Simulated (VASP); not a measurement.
# GaAs (F-43m) in VASP: further runs

Runs on GaAs. Level: PBE. Tasks: vibrations by perturbation theory, elastic constants.

Everything below comes from runs of VASP 6.6.1. Logs are shortened: lines on timing, memory, paths and dates and some standing lists are left out, and cuts for length are marked.

## (1) The cell of the first run

The structure is cubic, space group F-43m (No. 216). The conventional cell has a = 5.169 Å, b = 5.169 Å, c = 5.169 Å, α = 90.00°, β = 90.00°, γ = 90.00°. Ga (site symmetry -43m) has 4 As at 2.24 Å within 3.0 Å. Within 3.0 Å of As (site symmetry -43m) lie 4 Ga at 2.24 Å.

## (2) Vibrations by perturbation theory, PBE

Contents of INCAR:

```
PREC = Accurate
ENCUT = 520
EDIFF = 1E-8
ISMEAR = 0
SIGMA = 0.01
LREAL = False
LASPH = True
NELM = 80
ALGO = Normal
ISIF = 2
LWAVE = False
LCHARG = False
GGA = PE
NBANDS = 16
IBRION = 8
NSW = 1
LEPSILON = True
```

Contents of KPOINTS:

```
regular mesh
0
Gamma
  12 12 12
```

Contents of POSCAR:

```
GaAs
1.0
    0.0000000000      2.5843782859      2.5843782859
    2.5843782859      0.0000000000      2.5843782859
    2.5843782859      2.5843782859      0.0000000000
Ga As
1 1
Direct
    0.0000000000      0.0000000000      0.0000000000
    0.7500000000      0.7500000000      0.7500000000
```

Potentials or basis: VASP PAW PBE potentials, release 64 (Ga_d, As).

On the command line:

```sh
$ cat potpaw_PBE.64/Ga_d/POTCAR potpaw_PBE.64/As/POTCAR > POTCAR
$ mpirun -np 1 vasp_std > vasp.out
```

OUTCAR:

```text
PREC = Accurate
   ENCUT = 520
   EDIFF = 1E-8
   ISMEAR = 0
   LREAL = False
   LASPH = True
   NELM = 80
   ISIF = 2
   GGA = PE
   IBRION = 8
   NSW = 1
   LEPSILON = True

 ion  position               nearest neighbor table
   1  0.000  0.000  0.000-   2 2.24   2 2.24   2 2.24   2 2.24
   2  0.750  0.750  0.750-   1 2.24   1 2.24   1 2.24   1 2.24

  LATTYP: Found a face centered cubic cell.
 ALAT       =     5.1687565718

  Lattice vectors:

 A1 = (   0.0000000000,   2.5843782859,   2.5843782859)
 A2 = (   2.5843782859,   0.0000000000,   2.5843782859)
 A3 = (   2.5843782859,   2.5843782859,   0.0000000000)

Analysis of symmetry for initial positions (statically):
=====================================================================
 Subroutine PRICEL returns:
 Original cell was already a primitive cell.

 Routine SETGRP: Setting up the symmetry group for a
 face centered cubic supercell.

 Subroutine GETGRP returns: Found 24 space group operations
 (whereof 24 operations were pure point group operations)
 out of a pool of 48 trial point group operations.

The static configuration has the point symmetry T_d .

Analysis of symmetry for dynamics (positions and initial velocities):
=====================================================================
 Subroutine PRICEL returns:
 Original cell was already a primitive cell.

 Routine SETGRP: Setting up the symmetry group for a
 face centered cubic supercell.

 Subroutine GETGRP returns: Found 24 space group operations
 (whereof 24 operations were pure point group operations)
 out of a pool of 48 trial point group operations.

The dynamic configuration has the point symmetry T_d .

 Subroutine INISYM returns: Found 24 space group operations
 (whereof 24 operations are pure point group operations),
 and found     1 'primitive' translations

----------------------------------------------------------------------------------------

                                     Primitive cell

  volume of cell :      34.5222

  direct lattice vectors                    reciprocal lattice vectors
     0.000000000  2.584378286  2.584378286    -0.193470129  0.193470129  0.193470129
     2.584378286  0.000000000  2.584378286     0.193470129 -0.193470129  0.193470129
     2.584378286  2.584378286  0.000000000     0.193470129  0.193470129 -0.193470129

  length of vectors
     3.654862822  3.654862822  3.654862822     0.335100093  0.335100093  0.335100093

  position of ions in fractional coordinates (direct lattice)
     0.000000000  0.000000000  0.000000000
     0.750000000  0.750000000  0.750000000

  ion indices of the primitive-cell ions
   primitive index   ion index
                 1           1
                 2           2

----------------------------------------------------------------------------------------

 KPOINTS: regular mesh

Automatic generation of k-mesh.
 Grid dimensions read from file:
 generate k-points for:   12   12   12

 Generating k-lattice:

  Cartesian coordinates                     Fractional coordinates (reciprocal lattice)
    -0.016122511  0.016122511  0.016122511     0.083333333  0.000000000  0.000000000
     0.016122511 -0.016122511  0.016122511     0.000000000  0.083333333  0.000000000
[... 604 lines left out ...]
  ---------------------------------------------------
  free energy    TOTEN  =        -0.99191856 eV

  energy without entropy =       -0.99191856

------------------------ aborting loop because EDIFF is reached ----------------------------------------

--------------------------------------- Ionic step        2  -------------------------------------------

------------------------ aborting loop because EDIFF is reached ----------------------------------------

--------------------------------------- Ionic step        3  -------------------------------------------

------------------------ aborting loop because EDIFF is reached ----------------------------------------

 PIEZOELECTRIC TENSOR FIELD DIRECTION 3  (e Angst)
 -----------------------------------------------------------------------------
    -0.00088  1.36054  0.00000           (  0.00000  0.03055  0.00000)
     1.36054 -0.00088  0.00000           (  0.03055  0.00000  0.00000)
     0.00000  0.00000 -0.00079           (  0.00000  0.00000  0.00000)

 PIEZOELECTRIC TENSOR FIELD DIRECTION 3  (C/m^2)
 -----------------------------------------------------------------------------
    -0.00041  0.63143  0.00000
     0.63143 -0.00041  0.00000
     0.00000  0.00000 -0.00037

--------------------------------------- Ionic step        4  -------------------------------------------

------------------------ aborting loop because EDIFF is reached ----------------------------------------

[... ionic steps 5 to 6 ...]

--------------------------------------- Ionic step        7  -------------------------------------------

 Free energy of the ion-electron system (eV)
  ---------------------------------------------------
  ---------------------------------------------------
  free energy    TOTEN  =        -0.04393785 eV

  energy without entropy =       -0.04393785

------------------------ aborting loop because EDIFF is reached ----------------------------------------

 INTERNAL STRAIN TENSOR  FOR ION    2  DIRECTION 1   (eV/Angst):
 -----------------------------------------------------------------------------
    -0.00729  0.00000  0.00000
     0.00000  0.00286 21.77463
     0.00000 21.77463  0.00286

 MACROSCOPIC STATIC DIELECTRIC TENSOR (including local field effects in DFT)
 ------------------------------------------------------
          10.697042     0.000000     0.000000
           0.000000    10.697042     0.000000
          -0.000000     0.000000    10.697042
 ------------------------------------------------------

 PIEZOELECTRIC TENSOR (including local field effects)  for field in x, y, z        (e  Angst)
          XX          YY          ZZ          XY          YZ          ZX
  --------------------------------------------------------------------------------
  x     0.00000     0.00000    -0.00000     0.00000     1.36589     0.00000
  y    -0.00000     0.00000     0.00000    -0.00000     0.00000     1.36589
  z     0.00000     0.00000     0.00000     1.36589    -0.00000     0.00000

 PIEZOELECTRIC TENSOR (including local field effects)  for field in x, y, z        (C/m^2)
          XX          YY          ZZ          XY          YZ          ZX
  --------------------------------------------------------------------------------
  x     0.00000     0.00000    -0.00000     0.00000     0.63391     0.00000
  y    -0.00000     0.00000     0.00000    -0.00000     0.00000     0.63391
  z     0.00000     0.00000     0.00000     0.63391    -0.00000     0.00000

 BORN EFFECTIVE CHARGES (including local field effects) (in |e|, cummulative output)
 ---------------------------------------------------------------------------------
 ion    1
    1     1.65375     0.00000     0.00000
    2     0.00000     1.65375     0.00000
    3     0.00000     0.00000     1.65375
 ion    2
    1    -1.65375     0.00000     0.00000
    2     0.00000    -1.65375     0.00000
    3     0.00000     0.00000    -1.65375

 INTERNAL STRAIN TENSOR FOR ION    2 for displacements in x,y,z  (eV/Angst):
          X           Y           Z          XY          YZ          ZX
  --------------------------------------------------------------------------------
  x     0.00000     0.00000     0.00000     0.00000    21.77463     0.00000
  y    -0.00000     0.00000    -0.00000     0.00000     0.00000    21.77463
  z     0.00000     0.00000     0.00000    21.77463     0.00000     0.00000

 SECOND DERIVATIVES (NOT SYMMETRIZED)
 ------------------------------------
               1X          1Y          1Z          2X          2Y          2Z
  1X   -17.847220    0.000000    0.000000   17.847220    0.000000    0.000000
  1Y     0.000000  -17.847220    0.000000    0.000000   17.847220    0.000000
  1Z     0.000000    0.000000  -17.847220    0.000000    0.000000   17.847220
  2X    17.828649    0.000000    0.000000  -17.828649    0.000000    0.000000
  2Y     0.000000   17.828649    0.000000    0.000000  -17.828649    0.000000
  2Z     0.000000    0.000000   17.828649    0.000000    0.000000  -17.828649

 Eigenvectors and eigenvalues of the dynamical matrix
 ----------------------------------------------------

   1 f  =   10.987176 THz    69.034463 2PiTHz  366.492743 cm-1    45.439289 meV
             X         Y         Z           dx          dy          dz
      0.000000  0.000000  0.000000     0.000000    0.719883    0.000000
      3.876567  3.876567  3.876567     0.000000   -0.694095    0.000000
[... 21 lines left out ...]
   6 f/i=    0.002858 THz     0.017956 2PiTHz    0.095323 cm-1     0.011819 meV
             X         Y         Z           dx          dy          dz
      0.000000  0.000000  0.000000     0.000000    0.000000   -0.694095
      3.876567  3.876567  3.876567     0.000000    0.000000   -0.719883

--------------------------------------------------------------------------------------------------------

 MACROSCOPIC STATIC DIELECTRIC TENSOR IONIC CONTRIBUTION
 ------------------------------------------------------
           0.803643     0.000000     0.000000
           0.000000     0.803643     0.000000
           0.000000     0.000000     0.803643
 ------------------------------------------------------

 ELASTIC MODULI CONTR FROM IONIC RELAXATION (kBar)
 Direction    XX          YY          ZZ          XY          YZ          ZX
 --------------------------------------------------------------------------------
 XX          -0.0000      0.0000      0.0000     -0.0000      0.0000      0.0000
 YY           0.0000     -0.0000      0.0000     -0.0000     -0.0000     -0.0000
 ZZ           0.0000      0.0000     -0.0000      0.0000     -0.0000      0.0000
 XY          -0.0000     -0.0000      0.0000  -1228.3608      0.0000      0.0000
 YZ           0.0000     -0.0000     -0.0000      0.0000  -1228.3608      0.0000
 ZX           0.0000     -0.0000      0.0000      0.0000      0.0000  -1228.3608
 --------------------------------------------------------------------------------

 PIEZOELECTRIC TENSOR IONIC CONTR  for field in x, y, z        (C/m^2)
          XX          YY          ZZ          XY          YZ          ZX
  --------------------------------------------------------------------------------
  x     0.00000    -0.00000    -0.00000     0.00000    -0.93490     0.00000
  y     0.00000    -0.00000     0.00000     0.00000     0.00000    -0.93490
  z    -0.00000    -0.00000     0.00000    -0.93490     0.00000     0.00000
```

Run time: 32 min. Hardware: 1 thread of Intel Xeon Platinum 8259CL at 2.50GHz (Skylake/Cascade Lake), shared host; peak memory 0.47 GiB.

What came out:

* Electronic dielectric tensor (diagonal): 10.70
* Born charges (mean of the diagonal): Ga +1.65; As -1.65 e
* Highest phonon frequency at Γ, LO-TO splitting left out: 366 cm⁻¹

Phonon frequencies in cm⁻¹ (negative: imaginary):
| q point | frequencies |
| --- | --- |
| (0.000, 0.000, 0.000) | 0 0 0 366 366 366 |

Electronic dielectric tensor:
```
10.70  0.00  0.00
 0.00 10.70  0.00
 0.00  0.00 10.70
```

Born effective charge tensors (e):
atom 1, Ga
```
1.65 0.00 0.00
0.00 1.65 0.00
0.00 0.00 1.65
```
atom 2, As
```
-1.65  0.00  0.00
 0.00 -1.65  0.00
 0.00  0.00 -1.65
```

Caveat: the cell stands under pressure or tension, which shifts response properties.

## (3) Elastic constants, PBE

This run uses another cell than the first one, of 21.39 Å³/atom.

Contents of INCAR:

```
SYSTEM = GaAs
PREC = Accurate
ENCUT = 600
EDIFF = 1E-8
ISMEAR = 0
SIGMA = 0.01
LREAL = .FALSE.
LASPH = .TRUE.
NELM = 100
ALGO = Normal
ISIF = 3
LWAVE = .FALSE.
LCHARG = .FALSE.
GGA = PE
IBRION = 6
NFREE = 2
POTIM = 0.015
NSW = 1
```

Contents of KPOINTS:

```
Automatic mesh
0
G
  12 12 12
  0 0 0
```

Contents of POSCAR:

```
GaAs
1.0
    0.0000000000      2.7756978448      2.7756978448
    2.7756978448      0.0000000000      2.7756978448
    2.7756978448      2.7756978448      0.0000000000
Ga As
1 1
Direct
    0.0000000000      0.0000000000      0.0000000000
    0.7500000000      0.7500000000      0.7500000000
```

Potentials or basis: VASP PAW PBE potentials, release 64 (Ga_d, As).

On the command line:

```sh
$ cat potpaw_PBE.64/Ga_d/POTCAR potpaw_PBE.64/As/POTCAR > POTCAR
$ mpirun -np 1 vasp_std > vasp.out
```

Run time: 17 min. Hardware: 1 thread of Intel Xeon Platinum 8488C (Sapphire Rapids), shared host; peak memory 0.67 GiB.

Results (log left out):

| Property | Result |
| --- | --- |
| Elastic constants C11, C12, C44 | 127, 69, 58 GPa |
| Voigt bulk modulus | 88 GPa |
| Highest phonon frequency at Γ, LO-TO splitting left out | 286 cm⁻¹ |

Phonon frequencies in cm⁻¹ (negative: imaginary):
| q point | frequencies |
| --- | --- |
| (0.000, 0.000, 0.000) | 0 0 0 286 286 286 |

Elastic tensor in Voigt notation (GPa, in the Cartesian axes of the cell as first typed):
```
127  69  69   0   0   0
 69 127  69   0   0   0
 69  69 127   0   0   0
  0   0   0  58   0   0
  0   0   0   0  58   0
  0   0   0   0   0  58
```

Clamped-ion elastic tensor (GPa):
```
127  69  69   0   0   0
 69 127  69   0   0   0
 69  69 127   0   0   0
  0   0   0  94   0   0
  0   0   0   0  94   0
  0   0   0   0   0  94
```

Caveat: the cell is under stress, which shifts elastic constants.
